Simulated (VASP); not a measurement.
A run of VASP 6.6.1 is set up as follows.

Contents of POSCAR:

```
Pd
1.0
    0.0000000000      1.9522918188      1.9522918188
    1.9522918188      0.0000000000      1.9522918188
    1.9522918188      1.9522918188      0.0000000000
Pd
1
Direct
    0.0000000000      0.0000000000      0.0000000000
```

Contents of INCAR.step1:

```
SYSTEM = Pd
PREC     = Accurate       ! precision mode
ENCUT    = 520            ! plane-wave cutoff, eV
ISMEAR   = 0              ! smearing method
SIGMA    = 0.1            ! smearing width, eV
LREAL    = .FALSE.        ! projectors in reciprocal space
LASPH    = .TRUE.         ! aspherical terms in the spheres
NELM     = 100            ! most SCF steps
NBANDS   = 11             ! bands
GGA      = PE             ! functional
ALGO     = Normal         ! electronic algorithm
EDIFF    = 1E-4           ! SCF threshold, eV
LWAVE    = .TRUE.         ! write WAVECAR
LCHARG   = .FALSE.        ! write CHGCAR
```

INCAR.step2

```
SYSTEM = Pd
PREC     = Accurate       ! precision mode
ENCUT    = 520            ! plane-wave cutoff, eV
EDIFF    = 1E-7           ! SCF threshold, eV
ISMEAR   = 0              ! smearing method
SIGMA    = 0.1            ! smearing width, eV
LREAL    = .FALSE.        ! projectors in reciprocal space
LASPH    = .TRUE.         ! aspherical terms in the spheres
NELM     = 100            ! most SCF steps
ALGO     = Normal         ! electronic algorithm
ISIF     = 2              ! what is computed and relaxed
LWAVE    = .FALSE.        ! write WAVECAR
LCHARG   = .FALSE.        ! write CHGCAR
METAGGA  = R2SCAN         ! meta-GGA
LMIXTAU  = .TRUE.       
NBANDS   = 11             ! bands
ISTART   = 1
```

File KPOINTS:

```
regular mesh
0
G
  9 9 9
  0 0 0
```

Potentials or basis: VASP PAW PBE potentials, release 64 (Pd).

The run is started by

```console
$ cat potpaw_PBE.64/Pd/POTCAR > POTCAR
$ cp INCAR.step1 INCAR
$ mpirun -np 1 vasp_std > vasp.out
$ cp INCAR.step2 INCAR
$ mpirun -np 1 vasp_std > vasp.out
```

Task: What does it give for the band gap on the k mesh?

Result: Zero (bands 5 and 6 overlap by 1.56 eV).

Task: What does it give for the pressure?

Result: 0.6 GPa.

Caveat: the PAW data sets were made with another functional, which shifts forces and pressure a little.
